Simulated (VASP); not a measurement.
# BP (F-43m) in VASP: settings compared

The runs below take BP through single point, with LDA, revPBE.

All numbers are computed with VASP 6.6.1; they aren't measurements. Logs are shortened: lines on timing, memory, paths and dates and some standing lists are left out, and cuts for length are marked.

## Step 1: The cell of the first run

It takes space group F-43m (No. 216, cubic). The conventional cell has a = 4.538 Å, b = 4.538 Å, c = 4.538 Å, α = 90.00°, β = 90.00°, γ = 90.00°. Within 2.6 Å of B (site symmetry -43m) lie 4 P at 1.97 Å. Within 2.6 Å of P (site symmetry -43m) lie 4 B at 1.97 Å.

## Step 2: Single point, LDA

Input file INCAR:

```
SYSTEM = BP
ALGO = Normal ; EDIFF = 1E-6
ENCUT = 500 ; GGA_COMPAT = .FALSE.
ISIF = 2 ; ISMEAR = 0
LASPH = .TRUE. ; LCHARG = .FALSE.
LREAL = .FALSE. ; LWAVE = .FALSE.
NBANDS = 11 ; NELM = 120
PREC = Accurate ; SIGMA = 0.1
```

Input file KPOINTS:

```
k-points
0
G
  6 6 6
  0 0 0
```

Input file POSCAR:

```
BP
1.0
    0.0000000000      2.2690000000      2.2690000000
    2.2690000000      0.0000000000      2.2690000000
    2.2690000000      2.2690000000      0.0000000000
B P
1 1
Direct
    0.0000000000      0.0000000000      0.0000000000
    0.7500000000      0.7500000000      0.7500000000
```

Potentials or basis: VASP PAW LDA potentials, release 64 (B, P).

Started as:

```console
$ cat potpaw_LDA.64/B/POTCAR potpaw_LDA.64/P/POTCAR > POTCAR
$ mpirun -np 1 vasp_std > vasp.out
```

OUTCAR:

```text
SYSTEM = BP
   EDIFF = 1E-6
   ENCUT = 500
   ISIF = 2
   ISMEAR = 0
   LASPH = .TRUE.
   LREAL = .FALSE.
   NELM = 120
   PREC = Accurate

 ion  position               nearest neighbor table
   1  0.000  0.000  0.000-   2 1.97   2 1.97   2 1.97   2 1.97
   2  0.750  0.750  0.750-   1 1.97   1 1.97   1 1.97   1 1.97

  LATTYP: Found a face centered cubic cell.
 ALAT       =     4.5380000000

  Lattice vectors:

 A1 = (   0.0000000000,   2.2690000000,   2.2690000000)
 A2 = (   2.2690000000,   0.0000000000,   2.2690000000)
 A3 = (   2.2690000000,   2.2690000000,   0.0000000000)

Analysis of symmetry for initial positions (statically):
=====================================================================
 Subroutine PRICEL returns:
 Original cell was already a primitive cell.

 Routine SETGRP: Setting up the symmetry group for a
 face centered cubic supercell.

 Subroutine GETGRP returns: Found 24 space group operations
 (whereof 24 operations were pure point group operations)
 out of a pool of 48 trial point group operations.

The static configuration has the point symmetry T_d .

Analysis of symmetry for dynamics (positions and initial velocities):
=====================================================================
 Subroutine PRICEL returns:
 Original cell was already a primitive cell.

 Routine SETGRP: Setting up the symmetry group for a
 face centered cubic supercell.

 Subroutine GETGRP returns: Found 24 space group operations
 (whereof 24 operations were pure point group operations)
 out of a pool of 48 trial point group operations.

The dynamic configuration has the point symmetry T_d .

 Subroutine INISYM returns: Found 24 space group operations
 (whereof 24 operations are pure point group operations),
 and found     1 'primitive' translations

----------------------------------------------------------------------------------------

                                     Primitive cell

  volume of cell :      23.3633

  direct lattice vectors                    reciprocal lattice vectors
     0.000000000  2.269000000  2.269000000    -0.220361393  0.220361393  0.220361393
     2.269000000  0.000000000  2.269000000     0.220361393 -0.220361393  0.220361393
     2.269000000  2.269000000  0.000000000     0.220361393  0.220361393 -0.220361393

  length of vectors
     3.208850573  3.208850573  3.208850573     0.381677128  0.381677128  0.381677128

  position of ions in fractional coordinates (direct lattice)
[... 76 lines left out ...]
   ISIF   =      2    stress and relaxation
   ISYM   =      2    0-nonsym 1-usesym 2-fastsym
   POTIM  = 0.5000    time-step for ionic-motion
   TEBEG  =    0.0;   TEEND  =   0.0 temperature during run
   PSTRESS=    0.0 pullay stress
   NELECT =       8.0000    total number of electrons
   NUPDOWN=      -1.0000    fix difference up-down
   EMIN   =  10.00;   EMAX   =-10.00  energy-range for DOS
   EFERMI =   0.00;   METHOD = LEGACY
   ISMEAR =     0;   SIGMA  =   0.10  broadening in eV -4-tet -1-fermi 0-gaus
   EFERMI_NEDOS =   21; number of points for ismear=-14 and -15
   IALGO  =     38    algorithm
   IMIX   =      4    mixing-type and parameters
     AMIX     =   0.40;   BMIX     =  1.00
     AMIX_MAG =   1.60;   BMIX_MAG =  1.00
  volume/ion in A,a.u.               =      11.68        78.83
  Fermi-wavevector in a.u.,A,eV,Ry     =   1.145320  2.164342 17.847562  1.311759
  Thomas-Fermi vector in A             =   2.282009
   LORBIT       =      0    0 simple, 1 ext, 2 COOP (PROOUT), +10 PAW based schemes
   GGA     = CA    functional components
   LHFCALC =     F    Hartree Fock is set to
   AEXX    =    0.0000 exact exchange contribution
   IVDW    =     0    specifies the selected vdW correction
   LEPSILON=     F    determine dielectric tensor
   LRPA    =     F    only Hartree local field effects (RPA)
 non-spin polarized calculation
 Gauss-broadening in eV      SIGMA  =   0.10
  energy-cutoff  :      500.00
  volume of cell :       23.36
 maximum number of plane-waves:       609
   NGX = 11   NGY = 11   NGZ = 11

 number of electron       8.0000000 magnetization

 Free energy of the ion-electron system (eV)
  ---------------------------------------------------
  ext. energy  EPLUGINS =         0.00000000
  ---------------------------------------------------
  free energy    TOTEN  =       -14.36945700 eV

  energy without entropy =      -14.36945700  energy(sigma->0) =      -14.36945700

 E-fermi :   7.9140     XC(G=0): -11.0863

 val. band max:        7.4123288180   @ k =   0.0000   0.0000   0.0000
 cond. band min:       8.7088653751   @ k =   0.5000   0.5000   0.0000
 fundamental gap:      1.2965365572
 Fermi energy:         7.9140232025

 k-point     1 :       0.0000    0.0000    0.0000
  band No.  band energies     occupation
      1      -7.9805      2.00000
      2       7.4123      2.00000
      3       7.4123      2.00000
      4       7.4123      2.00000
      5      10.7879      0.00000
      6      10.7879      0.00000
      7      10.7879      0.00000
      8      14.7807      0.00000
      9      18.6638      0.00000
     10      19.5898      0.00000
     11      19.5898      0.00000
[... 197 lines left out ...]
 k-point    16 :      -0.3333    0.5000    0.1667
  band No.  band energies     occupation
      1      -2.9439      2.00000
      2      -0.7013      2.00000
      3       2.1028      2.00000
      4       2.2164      2.00000
      5      11.1918      0.00000
      6      11.7680      0.00000
      7      16.4908      0.00000
      8      17.0908      0.00000
      9      20.2258      0.00000
     10      23.5051      0.00000
     11      23.7317      0.00000

------------------------ aborting loop because EDIFF is reached ----------------------------------------

  FORCE on cell =-STRESS in cart. coord.  units (eV):
  Direction    XX          YY          ZZ          XY          YZ          ZX
  --------------------------------------------------------------------------------------
  -------------------------------------------------------------------------------------
  Total       -0.7571696     -0.7571696     -0.7571696      0.0000000     -0.0000000     -0.0000000
  in kB      -51.9242524    -51.9242524    -51.9242524      0.0000000     -0.0000000     -0.0000000
  external PRESSURE =     -51.9242524 kB  Pullay stress =       0.0000000 kB

 VOLUME and BASIS-vectors are now :
 -----------------------------------------------------------------------------
  energy-cutoff  :      500.00
  volume of cell :       23.36
      direct lattice vectors                 reciprocal lattice vectors
     0.000000000  2.269000000  2.269000000    -0.220361393  0.220361393  0.220361393
     2.269000000  0.000000000  2.269000000     0.220361393 -0.220361393  0.220361393
     2.269000000  2.269000000  0.000000000     0.220361393  0.220361393 -0.220361393

 POSITION                                       TOTAL-FORCE (eV/Angst)
 -----------------------------------------------------------------------------------
      0.00000      0.00000      0.00000         0.000000     -0.000000      0.000000
      3.40350      3.40350      3.40350        -0.000000      0.000000     -0.000000
 -----------------------------------------------------------------------------------
    total drift:                               -0.000000     -0.000000     -0.000000

  FREE ENERGIE OF THE ION-ELECTRON SYSTEM (eV)
  ---------------------------------------------------
  free  energy   TOTEN  =       -14.3694569963 eV

  energy  without entropy=      -14.3694569963  energy(sigma->0) =      -14.36945700
```

Run time: 8.1 s. Hardware: 1 thread of AMD EPYC 7R13, shared host; peak memory 0.09 GiB.

Results:

```
Free energy            : -14.3695 eV
Pressure               : -5.2 GPa
Band gap on the k mesh : 1.30 eV, indirect (least direct gap 3.38 eV)
```

A k mesh can miss the band edges. A hybrid or GW would open this gap; LDA tends to underestimate it.

## Step 3: Single point, revPBE

This run uses another cell than the first one, of 10.09 Å³/atom, 0.864 times its volume.

Input file INCAR:

```
SYSTEM = BP
PREC     = Accurate       ! precision mode
ENCUT    = 500            ! plane-wave cutoff, eV
EDIFF    = 1E-6           ! SCF threshold, eV
ISMEAR   = 0              ! smearing method
SIGMA    = 0.01           ! smearing width, eV
LREAL    = .False.        ! projectors in reciprocal space
LASPH    = .True.         ! aspherical terms in the spheres
NELM     = 120            ! most SCF steps
ALGO     = Normal         ! electronic algorithm
ISIF     = 2              ! what is computed and relaxed
LWAVE    = .False.        ! write WAVECAR
LCHARG   = .True.         ! write CHGCAR
GGA      = RE             ! functional
LELF     = .True.         ! ELF
LVHAR    = .True.       
NBANDS   = 11             ! bands
GGA_COMPAT= .False.
```

Input file KPOINTS:

```
regular mesh
0
Gamma
  10 10 10
  0 0 0
```

Input file POSCAR:

```
BP
1.0
    0.0000000000      2.1608585558      2.1608585558
    2.1608585558      0.0000000000      2.1608585558
    2.1608585558      2.1608585558      0.0000000000
B P
1 1
Direct
    0.0000000000      0.0000000000      0.0000000000
    0.7500000000      0.7500000000      0.7500000000
```

Potentials or basis: VASP PAW PBE potentials, release 64 (B, P).

Started as:

```console
$ cat potpaw_PBE.64/B/POTCAR potpaw_PBE.64/P/POTCAR > POTCAR
$ mpirun -np 1 vasp_std > vasp.out
```

Run time: 23 s. Hardware: 1 thread of AMD EPYC 7R13, shared host; peak memory 0.1 GiB.

Results (log left out):

```yaml
Free_energy: -12.0378 eV
Pressure: 35.1 GPa
Band_gap_on_the_k_mesh: 1.00 eV, indirect (least direct gap 3.66 eV)
```

Levels at points of the mesh, in eV from the valence-band top:
```tsv
k point	band 2	band 3	band 4	band 5	band 6	band 7
(0.00, 0.00, 0.00)	0.00	0.00	0.00	3.66	3.66	3.66
(0.50, 0.00, 0.00)	-10.15	-1.92	-1.92	4.69	4.79	4.79
(0.50, 0.50, 0.00)	-9.39	-4.65	-4.65	1.00	1.55	13.56
```

Caveat: the PAW data sets were made with another functional, which shifts forces and pressure a little.

## Step 4: Single point, LDA

This run uses another cell than the first one, of 10.09 Å³/atom, 0.864 times its volume.

Input file INCAR:

```
PREC     = Accurate       # precision mode
ENCUT    = 500            # plane-wave cutoff, eV
EDIFF    = 1E-6           # SCF threshold, eV
ISMEAR   = 0              # smearing method
SIGMA    = 0.01           # smearing width, eV
LREAL    = F              # projectors in reciprocal space
LASPH    = T              # aspherical terms in the spheres
NELM     = 120            # most SCF steps
ALGO     = Normal         # electronic algorithm
ISIF     = 2              # what is computed and relaxed
LWAVE    = F              # write WAVECAR
LCHARG   = T              # write CHGCAR
LELF     = T              # ELF
LVHAR    = T            
NBANDS   = 11             # bands
GGA_COMPAT= F
```

Input file KPOINTS:

```
Automatic mesh
0
Gamma
  12 12 12
```

POSCAR is that of step 3.

Potentials or basis: VASP PAW LDA potentials, release 64 (B, P).

Started as:

```console
$ cat potpaw_LDA.64/B/POTCAR potpaw_LDA.64/P/POTCAR > POTCAR
$ mpirun -np 1 vasp_std > vasp.out
```

OUTCAR:

```text
PREC = Accurate
   ENCUT = 500
   EDIFF = 1E-6
   ISMEAR = 0
   LREAL = F
   LASPH = T
   NELM = 120
   ISIF = 2

 ion  position               nearest neighbor table
   1  0.000  0.000  0.000-   2 1.87   2 1.87   2 1.87   2 1.87
   2  0.750  0.750  0.750-   1 1.87   1 1.87   1 1.87   1 1.87

  LATTYP: Found a face centered cubic cell.
 ALAT       =     4.3217171116

  Lattice vectors:

 A1 = (   0.0000000000,   2.1608585558,   2.1608585558)
 A2 = (   2.1608585558,   0.0000000000,   2.1608585558)
 A3 = (   2.1608585558,   2.1608585558,   0.0000000000)

Analysis of symmetry for initial positions (statically):
=====================================================================
 Subroutine PRICEL returns:
 Original cell was already a primitive cell.

 Routine SETGRP: Setting up the symmetry group for a
 face centered cubic supercell.

 Subroutine GETGRP returns: Found 24 space group operations
 (whereof 24 operations were pure point group operations)
 out of a pool of 48 trial point group operations.

The static configuration has the point symmetry T_d .

Analysis of symmetry for dynamics (positions and initial velocities):
[... 164 lines left out ...]
 fundamental gap:      0.9935567551
 Fermi energy:         9.3003413915

 k-point     1 :       0.0000    0.0000    0.0000
  band No.  band energies     occupation
      1      -7.4957      2.00000
      2       9.2387      2.00000
      3       9.2387      2.00000
      4       9.2387      2.00000
      5      12.8943      0.00000
      6      12.8943      0.00000
      7      12.8943      0.00000
      8      18.9312      0.00000
      9      21.6325      0.00000
     10      21.8812      0.00000
     11      21.8812      0.00000
[... 309 lines left out ...]
 k-point    24 :      -0.4167    0.1667    0.0000
  band No.  band energies     occupation
      1      -3.2214      2.00000
      2      -0.2919      2.00000
      3       4.9729      2.00000
      4       6.6671      2.00000
      5      12.8172      0.00000
      6      15.6638      0.00000
      7      16.3824      0.00000
      8      20.5511      0.00000
      9      22.0685      0.00000
     10      22.7748      0.00000
     11      26.4577      0.00000

 [... further k-points ...]
[... 5 lines left out ...]
  --------------------------------------------------------------------------------------
  -------------------------------------------------------------------------------------
  Total        3.1217655      3.1217655      3.1217655      0.0000000     -0.0000000      0.0000000
  in kB      247.8573701    247.8573701    247.8573701      0.0000000     -0.0000000      0.0000000
  external PRESSURE =     247.8573701 kB  Pullay stress =       0.0000000 kB

 VOLUME and BASIS-vectors are now :
 -----------------------------------------------------------------------------
  energy-cutoff  :      500.00
  volume of cell :       20.18
      direct lattice vectors                 reciprocal lattice vectors
     0.000000000  2.160858556  2.160858556    -0.231389509  0.231389509  0.231389509
     2.160858556  0.000000000  2.160858556     0.231389509 -0.231389509  0.231389509
     2.160858556  2.160858556  0.000000000     0.231389509  0.231389509 -0.231389509

 POSITION                                       TOTAL-FORCE (eV/Angst)
 -----------------------------------------------------------------------------------
      0.00000      0.00000      0.00000         0.000000     -0.000000     -0.000000
      3.24129      3.24129      3.24129        -0.000000      0.000000      0.000000
 -----------------------------------------------------------------------------------
    total drift:                               -0.000000     -0.000000     -0.000000

  FREE ENERGIE OF THE ION-ELECTRON SYSTEM (eV)
  ---------------------------------------------------
  free  energy   TOTEN  =       -14.2254661929 eV

  energy  without entropy=      -14.2254661929  energy(sigma->0) =      -14.22546619
```

stdout:

```text
POSCAR found type information on POSCAR B P
 POSCAR found :  2 types and       2 ions
 scaLAPACK will be used
 LDA part: xc-table for (Slater(with rela. corr.)+CA(PZ))
 , standard interpolation
 POSCAR, INCAR and KPOINTS ok, starting setup
 FFT: planning ... GRIDC
 FFT: planning ... GRID_SOFT
 FFT: planning ... GRID
 WAVECAR not read
 entering main loop
```

It took 26 s on 1 thread of AMD EPYC 7R13, shared host; peak memory 0.1 GiB.

Results:

```yaml
Free_energy: -14.2255 eV
Pressure: 24.8 GPa
Band_gap_on_the_k_mesh: 0.99 eV, indirect (least direct gap 3.66 eV)
```

## Step 5: Overview

| level | potentials or basis | cell | k mesh | smearing | gap on the mesh (eV) | pressure (GPa) |
| --- | --- | --- | --- | --- | --- | --- |
| LDA | VASP PAW LDA potentials, release 64 (B, P) | a = 3.209 Å, angles 60.0°, 2 atoms | 6 × 6 × 6 | gaussian 0.1 eV | 1.30 | -5.2 |
| revPBE | VASP PAW PBE potentials, release 64 (B, P) | a = 3.056 Å, angles 60.0°, 2 atoms | 10 × 10 × 10 | gaussian 0.01 eV | 1.00 | 35.1 |
| LDA | VASP PAW LDA potentials, release 64 (B, P) | a = 3.056 Å, angles 60.0°, 2 atoms | 12 × 12 × 12 | gaussian 0.01 eV | 0.99 | 24.8 |

Alike in all rows: task single point; no spin polarisation; cutoff (eV) 500.

Caveats: the PAW data sets were made with another functional, which shifts forces and pressure a little (some runs).

Absolute energies hang on the potentials; compare differences alone.
